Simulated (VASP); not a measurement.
# AlSn (P-6m2) in VASP: notebook, part 2 of 2

VASP 6.6.1. The steps go on from the part before.

### 5 Single point, PBEsol

This run uses another cell than the first one, of 24.35 Å³/atom, 1.035 times its volume.

The input, INCAR:

```
SYSTEM = AlSn
ALGO     = Normal         ! electronic algorithm
EDIFF    = 1E-6           ! SCF threshold, eV
ENCUT    = 520            ! plane-wave cutoff, eV
GGA      = PS             ! functional
ISIF     = 2              ! what is computed and relaxed
ISMEAR   = -1             ! smearing method
LASPH    = .TRUE.         ! aspherical terms in the spheres
LCHARG   = .FALSE.        ! write CHGCAR
LREAL    = .FALSE.        ! projectors in reciprocal space
LWAVE    = .FALSE.        ! write WAVECAR
NBANDS   = 16             ! bands
NELM     = 60             ! most SCF steps
PREC     = Accurate       ! precision mode
SIGMA    = 0.05           ! smearing width, eV
```

The input, KPOINTS:

```
k-points
0
G
  7 7 8
  0 0 0
```

The input, POSCAR:

```
AlSn
1.0
    4.1395703854      0.0000000000      0.0000000000
   -2.0697851927      3.5849731145      0.0000000000
    0.0000000000      0.0000000000      3.2822688909
Sn Al
1 1
Direct
    0.3333333333      0.6666666667      0.5000000000
    0.0000000000      0.0000000000      0.0000000000
```

Potentials or basis: VASP PAW PBE potentials, release 64 (Sn_d, Al).

On the command line:

```
$ cat potpaw_PBE.64/Sn_d/POTCAR potpaw_PBE.64/Al/POTCAR > POTCAR
$ mpirun -np 1 vasp_std > vasp.out
```

OUTCAR:

```text
SYSTEM = AlSn
   EDIFF = 1E-6
   ENCUT = 520
   GGA = PS
   ISIF = 2
   ISMEAR = -1
   LASPH = .TRUE.
   LREAL = .FALSE.
   NELM = 60
   PREC = Accurate

 ion  position               nearest neighbor table
   1  0.333  0.667  0.500-   2 2.90   2 2.90   2 2.90   2 2.90   2 2.90   2 2.90
   2  0.000  0.000  0.000-   1 2.90   1 2.90   1 2.90   1 2.90   1 2.90   1 2.90

  LATTYP: Found a hexagonal cell.
 ALAT       =     4.1395703854
 C/A-ratio  =     0.7929008533

  Lattice vectors:

 A1 = (   4.1395703854,   0.0000000000,   0.0000000000)
 A2 = (  -2.0697851927,   3.5849731145,   0.0000000000)
 A3 = (   0.0000000000,   0.0000000000,   3.2822688909)

Analysis of symmetry for initial positions (statically):
=====================================================================
 Subroutine PRICEL returns:
 Original cell was already a primitive cell.

 Routine SETGRP: Setting up the symmetry group for a
 hexagonal supercell.

 Subroutine GETGRP returns: Found 12 space group operations
 (whereof 12 operations were pure point group operations)
 out of a pool of 24 trial point group operations.

The static configuration has the point symmetry D_3h.

Analysis of symmetry for dynamics (positions and initial velocities):
=====================================================================
 Subroutine PRICEL returns:
 Original cell was already a primitive cell.

 Routine SETGRP: Setting up the symmetry group for a
 hexagonal supercell.

 Subroutine GETGRP returns: Found 12 space group operations
 (whereof 12 operations were pure point group operations)
 out of a pool of 24 trial point group operations.

The dynamic configuration has the point symmetry D_3h.

 Subroutine INISYM returns: Found 12 space group operations
 (whereof 12 operations are pure point group operations),
 and found     1 'primitive' translations

----------------------------------------------------------------------------------------

[... 110 lines left out ...]
   IMIX   =      4    mixing-type and parameters
     AMIX     =   0.40;   BMIX     =  1.00
     AMIX_MAG =   1.60;   BMIX_MAG =  1.00
  volume/ion in A,a.u.               =      24.35       164.35
  Fermi-wavevector in a.u.,A,eV,Ry     =   1.152620  2.178135 18.075777  1.328532
  Thomas-Fermi vector in A             =   2.289269
   LORBIT       =      0    0 simple, 1 ext, 2 COOP (PROOUT), +10 PAW based schemes
   GGA     = PS    functional components
   LHFCALC =     F    Hartree Fock is set to
   AEXX    =    0.0000 exact exchange contribution
   IVDW    =     0    specifies the selected vdW correction
   LEPSILON=     F    determine dielectric tensor
   LRPA    =     F    only Hartree local field effects (RPA)
 non-spin polarized calculation
  energy-cutoff  :      520.00
  volume of cell :       48.71
 maximum number of plane-waves:      1339
 NGX is ok and might be reduce to    32
   NGX = 15   NGY = 15   NGZ = 13

 number of electron      16.9999996 magnetization

 Free energy of the ion-electron system (eV)
  ---------------------------------------------------
  ext. energy  EPLUGINS =         0.00000000
  ---------------------------------------------------
  free energy    TOTEN  =        -7.97629264 eV

  energy without entropy =       -7.97244012  energy(sigma->0) =       -7.97436638

 E-fermi :   6.6881     XC(G=0):  -9.8333

 val. band max:        6.5814227595   @ k =   0.2857   0.2857   0.2500
 cond. band min:       6.7353211721   @ k =   0.0000   0.0000   0.1250
 fundamental gap:      0.1538984126
 Fermi energy:         6.6881142345

 k-point     1 :       0.0000    0.0000    0.0000
  band No.  band energies     occupation
      1     -14.5982      2.00000
      2     -14.4845      2.00000
      3     -14.4845      2.00000
      4     -14.4616      2.00000
      5     -14.4616      2.00000
      6      -4.0066      2.00000
[... 433 lines left out ...]
      3     -14.4893      2.00000
      4     -14.4738      2.00000
      5     -14.4635      2.00000
      6      -0.9703      2.00000
[... 8 lines left out ...]
     15      19.0908      0.00000
     16      19.1004      0.00000

 [... further k-points ...]

------------------------ aborting loop because EDIFF is reached ----------------------------------------

  FORCE on cell =-STRESS in cart. coord.  units (eV):
  Direction    XX          YY          ZZ          XY          YZ          ZX
  --------------------------------------------------------------------------------------
  -------------------------------------------------------------------------------------
  Total       -0.0271413     -0.0271413     -0.0050172      0.0000000     -0.0000000      0.0000000
  in kB       -0.8927412     -0.8927412     -0.1650285      0.0000000     -0.0000000      0.0000000
  external PRESSURE =      -0.6501703 kB  Pullay stress =       0.0000000 kB

 VOLUME and BASIS-vectors are now :
 -----------------------------------------------------------------------------
  energy-cutoff  :      520.00
  volume of cell :       48.71
      direct lattice vectors                 reciprocal lattice vectors
     4.139570385  0.000000000  0.000000000     0.241570962  0.139471060  0.000000000
    -2.069785193  3.584973114  0.000000000     0.000000000  0.278942120  0.000000000
     0.000000000  0.000000000  3.282268891     0.000000000  0.000000000  0.304667300

 POSITION                                       TOTAL-FORCE (eV/Angst)
 -----------------------------------------------------------------------------------
     -0.00000      2.38998      1.64113        -0.000000     -0.000000      0.000000
      0.00000      0.00000      0.00000         0.000000      0.000000      0.000000
 -----------------------------------------------------------------------------------
    total drift:                                0.000000     -0.000000     -0.000000

  FREE ENERGIE OF THE ION-ELECTRON SYSTEM (eV)
  ---------------------------------------------------
  free  energy   TOTEN  =        -7.9762926441 eV

  energy  without entropy=       -7.9724401196  energy(sigma->0) =       -7.97436638
```

OSZICAR:

```text
N       E                     dE             d eps       ncg     rms          rms(c)
DAV:   1     0.979787824703E+02    0.97979E+02   -0.76818E+03  1280   0.126E+03
DAV:   2     0.278817587730E-01   -0.97951E+02   -0.93896E+02  1376   0.336E+02
DAV:   3    -0.783910765736E+01   -0.78670E+01   -0.78222E+01  1648   0.758E+01
DAV:   4    -0.803021540241E+01   -0.19111E+00   -0.19108E+00  1536   0.125E+01
DAV:   5    -0.803873089671E+01   -0.85155E-02   -0.85153E-02  1960   0.257E+00    0.238E+00
DAV:   6    -0.799643288699E+01    0.42298E-01   -0.25309E-02  1672   0.227E+00    0.133E+00
DAV:   7    -0.797652123109E+01    0.19912E-01   -0.25531E-02  1752   0.199E+00    0.153E-01
DAV:   8    -0.797628681366E+01    0.23442E-03   -0.23530E-03  1720   0.602E-01    0.526E-02
DAV:   9    -0.797629216337E+01   -0.53497E-05   -0.90050E-05  1760   0.795E-02    0.918E-03
DAV:  10    -0.797629264413E+01   -0.48076E-06   -0.58675E-06  1624   0.174E-02
   1 F= -.79762926E+01 E0= -.79743664E+01  d E =-.385252E-02
```

stdout:

```text
POSCAR found type information on POSCAR SnAl
 POSCAR found :  2 types and       2 ions
 scaLAPACK will be used
 -----------------------------------------------------------------------------
|                                                                             |
|                                                                             |
|     You enforced a specific xc type in the INCAR file but a different       |
|     I HOPE YOU KNOW WHAT YOU ARE DOING!                                     |
|                                                                             |
 -----------------------------------------------------------------------------

 LDA part: xc-table for (Slater+PW92), standard interpolation
 POSCAR, INCAR and KPOINTS ok, starting setup
 FFT: planning ... GRIDC
 FFT: planning ... GRID_SOFT
 FFT: planning ... GRID
 WAVECAR not read
 entering main loop
```

Run time: 9.9 s. Hardware: 1 thread of Intel Xeon Platinum 8559C (Emerald Rapids), shared host; peak memory 0.17 GiB.

Results:

```yaml
Free_energy: -7.9763 eV
Pressure: -0.1 GPa
```

Levels at points of the mesh, in eV from the Fermi level:
```csv
k point,band 4,band 5,band 6,band 7,band 8,band 9,band 10,band 11,band 12,band 13
"(0.00, 0.00, 0.00)",-21.15,-21.15,-10.69,-0.19,-0.19,0.96,2.55,3.18,3.18,5.13
"(0.00, 0.00, 0.50)",-21.16,-21.09,-7.61,-6.40,2.80,2.80,3.70,3.70,4.01,4.40
```

Caveat: the PAW data sets were made with another functional, which shifts forces and pressure a little; spin-orbit coupling is left out, which moves the levels of the heavy elements.

### 6 Single point, PBEsol

This run uses another cell than the first one, of 24.35 Å³/atom, 1.035 times its volume.

The input, INCAR:

```
SYSTEM = AlSn
ALGO = Normal
EDIFF = 1E-6
ENCUT = 520
GGA = PS
ISIF = 2
ISMEAR = -1
LASPH = .TRUE.
LCHARG = .FALSE.
LREAL = .FALSE.
LWAVE = .FALSE.
NBANDS = 16
NELM = 60
PREC = Accurate
SIGMA = 0.05
```

KPOINTS is that of step 5.

The input, POSCAR:

```
AlSn
1.0
    4.1395703840      0.0000000000      0.0000000000
   -2.0697851920      3.5849731134      0.0000000000
    0.0000000000      0.0000000000      3.2822688906
Sn Al
1 1
Direct
    0.3333333333      0.6666666667      0.5000000000
    0.0000000000      0.0000000000      0.0000000000
```

Potentials or basis: VASP PAW PBE potentials, release 64 (Sn_d, Al).

On the command line:

```
$ cat potpaw_PBE.64/Sn_d/POTCAR potpaw_PBE.64/Al/POTCAR > POTCAR
$ mpirun -np 1 vasp_std > vasp.out
```

OUTCAR:

```text
SYSTEM = AlSn
   EDIFF = 1E-6
   ENCUT = 520
   GGA = PS
   ISIF = 2
   ISMEAR = -1
   LASPH = .TRUE.
   LREAL = .FALSE.
   NELM = 60
   PREC = Accurate

 ion  position               nearest neighbor table
   1  0.333  0.667  0.500-   2 2.90   2 2.90   2 2.90   2 2.90   2 2.90   2 2.90
   2  0.000  0.000  0.000-   1 2.90   1 2.90   1 2.90   1 2.90   1 2.90   1 2.90

  LATTYP: Found a hexagonal cell.
 ALAT       =     4.1395703840
 C/A-ratio  =     0.7929008535

  Lattice vectors:

 A1 = (   4.1395703840,   0.0000000000,   0.0000000000)
 A2 = (  -2.0697851920,   3.5849731134,   0.0000000000)
 A3 = (   0.0000000000,   0.0000000000,   3.2822688906)

Analysis of symmetry for initial positions (statically):
=====================================================================
 Subroutine PRICEL returns:
 Original cell was already a primitive cell.

 Routine SETGRP: Setting up the symmetry group for a
 hexagonal supercell.

 Subroutine GETGRP returns: Found 12 space group operations
 (whereof 12 operations were pure point group operations)
 out of a pool of 24 trial point group operations.

The static configuration has the point symmetry D_3h.

Analysis of symmetry for dynamics (positions and initial velocities):
=====================================================================
 Subroutine PRICEL returns:
 Original cell was already a primitive cell.

 Routine SETGRP: Setting up the symmetry group for a
 hexagonal supercell.

 Subroutine GETGRP returns: Found 12 space group operations
 (whereof 12 operations were pure point group operations)
 out of a pool of 24 trial point group operations.

The dynamic configuration has the point symmetry D_3h.

 Subroutine INISYM returns: Found 12 space group operations
 (whereof 12 operations are pure point group operations),
 and found     1 'primitive' translations

----------------------------------------------------------------------------------------

[... 110 lines left out ...]
   IMIX   =      4    mixing-type and parameters
     AMIX     =   0.40;   BMIX     =  1.00
     AMIX_MAG =   1.60;   BMIX_MAG =  1.00
  volume/ion in A,a.u.               =      24.35       164.35
  Fermi-wavevector in a.u.,A,eV,Ry     =   1.152620  2.178135 18.075777  1.328532
  Thomas-Fermi vector in A             =   2.289269
   LORBIT       =      0    0 simple, 1 ext, 2 COOP (PROOUT), +10 PAW based schemes
   GGA     = PS    functional components
   LHFCALC =     F    Hartree Fock is set to
   AEXX    =    0.0000 exact exchange contribution
   IVDW    =     0    specifies the selected vdW correction
   LEPSILON=     F    determine dielectric tensor
   LRPA    =     F    only Hartree local field effects (RPA)
 non-spin polarized calculation
  energy-cutoff  :      520.00
  volume of cell :       48.71
 maximum number of plane-waves:      1339
 NGX is ok and might be reduce to    32
   NGX = 15   NGY = 15   NGZ = 13

 number of electron      16.9999996 magnetization

 Free energy of the ion-electron system (eV)
  ---------------------------------------------------
  ext. energy  EPLUGINS =         0.00000000
  ---------------------------------------------------
  free energy    TOTEN  =        -7.97629264 eV

  energy without entropy =       -7.97244012  energy(sigma->0) =       -7.97436638

 E-fermi :   6.6881     XC(G=0):  -9.8333

 val. band max:        6.5814227662   @ k =   0.2857   0.2857   0.2500
 cond. band min:       6.7353211813   @ k =   0.0000   0.0000   0.1250
 fundamental gap:      0.1538984151
 Fermi energy:         6.6881142420

 k-point     1 :       0.0000    0.0000    0.0000
  band No.  band energies     occupation
      1     -14.5982      2.00000
      2     -14.4845      2.00000
      3     -14.4845      2.00000
      4     -14.4616      2.00000
      5     -14.4616      2.00000
      6      -4.0066      2.00000
[... 433 lines left out ...]
      3     -14.4893      2.00000
      4     -14.4738      2.00000
      5     -14.4635      2.00000
      6      -0.9703      2.00000
[... 8 lines left out ...]
     15      19.0908      0.00000
     16      19.1004      0.00000

 [... further k-points ...]

------------------------ aborting loop because EDIFF is reached ----------------------------------------

  FORCE on cell =-STRESS in cart. coord.  units (eV):
  Direction    XX          YY          ZZ          XY          YZ          ZX
  --------------------------------------------------------------------------------------
  -------------------------------------------------------------------------------------
  Total       -0.0271413     -0.0271413     -0.0050173      0.0000000      0.0000000      0.0000000
  in kB       -0.8927416     -0.8927416     -0.1650296      0.0000000      0.0000000      0.0000000
  external PRESSURE =      -0.6501709 kB  Pullay stress =       0.0000000 kB

 VOLUME and BASIS-vectors are now :
 -----------------------------------------------------------------------------
  energy-cutoff  :      520.00
  volume of cell :       48.71
      direct lattice vectors                 reciprocal lattice vectors
     4.139570384  0.000000000  0.000000000     0.241570962  0.139471060  0.000000000
    -2.069785192  3.584973113  0.000000000     0.000000000  0.278942120  0.000000000
     0.000000000  0.000000000  3.282268891     0.000000000  0.000000000  0.304667300

 POSITION                                       TOTAL-FORCE (eV/Angst)
 -----------------------------------------------------------------------------------
     -0.00000      2.38998      1.64113        -0.000000      0.000000      0.000000
      0.00000      0.00000      0.00000         0.000000     -0.000000      0.000000
 -----------------------------------------------------------------------------------
    total drift:                                0.000000     -0.000000     -0.000000

  FREE ENERGIE OF THE ION-ELECTRON SYSTEM (eV)
  ---------------------------------------------------
  free  energy   TOTEN  =        -7.9762926446 eV

  energy  without entropy=       -7.9724401201  energy(sigma->0) =       -7.97436638
```

stdout:

```text
POSCAR found type information on POSCAR SnAl
 POSCAR found :  2 types and       2 ions
 scaLAPACK will be used
 -----------------------------------------------------------------------------
|                                                                             |
|                                                                             |
|     You enforced a specific xc type in the INCAR file but a different       |
|     I HOPE YOU KNOW WHAT YOU ARE DOING!                                     |
|                                                                             |
 -----------------------------------------------------------------------------

 LDA part: xc-table for (Slater+PW92), standard interpolation
 POSCAR, INCAR and KPOINTS ok, starting setup
 FFT: planning ... GRIDC
 FFT: planning ... GRID_SOFT
 FFT: planning ... GRID
 WAVECAR not read
 entering main loop
```

Run time: 11 s. Hardware: 1 thread of Intel Xeon Platinum 8559C (Emerald Rapids), shared host; peak memory 0.17 GiB.

What came out:

* Free energy: -7.9763 eV
* Pressure: -0.1 GPa

Caveat: the PAW data sets were made with another functional, which shifts forces and pressure a little; spin-orbit coupling is left out, which moves the levels of the heavy elements.

### 7 Summary

| level | potentials or basis | cell | gap on the mesh (eV) | pressure (GPa) |
| --- | --- | --- | --- | --- |
| PBEsol+D3(BJ) | VASP PAW PBE potentials, release 64 (Sn_d, Al) | a = 4.085, b = 4.085, c = 3.256 Å, angles 90.0, 90.0, 120.0°, 2 atoms | none | -0.3 |
| PBEsol+D4 | VASP PAW PBE potentials, release 64 (Sn_d, Al) | a = 4.103, b = 4.103, c = 3.265 Å, angles 90.0, 90.0, 120.0°, 2 atoms | none | 0.0 |
| LDA | VASP PAW LDA potentials, release 64 (Sn_d, Al) | a = 4.104, b = 4.104, c = 3.259 Å, angles 90.0, 90.0, 120.0°, 2 atoms | none | 0.0 |
| PBEsol | VASP PAW PBE potentials, release 64 (Sn_d, Al) | a = 4.140, b = 4.140, c = 3.282 Å, angles 90.0, 90.0, 120.0°, 2 atoms | none | -0.1 |

Alike in all rows: task single point; no spin polarisation; k mesh 7 × 7 × 8; cutoff (eV) 520; smearing fermi-dirac 0.05 eV.

Caveats: spin-orbit coupling is left out, which moves the levels of the heavy elements; the PAW data sets were made with another functional, which shifts forces and pressure a little (some runs); pairwise dispersion overbinds metals, which lowers pressure and volume (some runs); three body term missing (some runs).

Absolute energies hang on the potentials; compare differences alone.
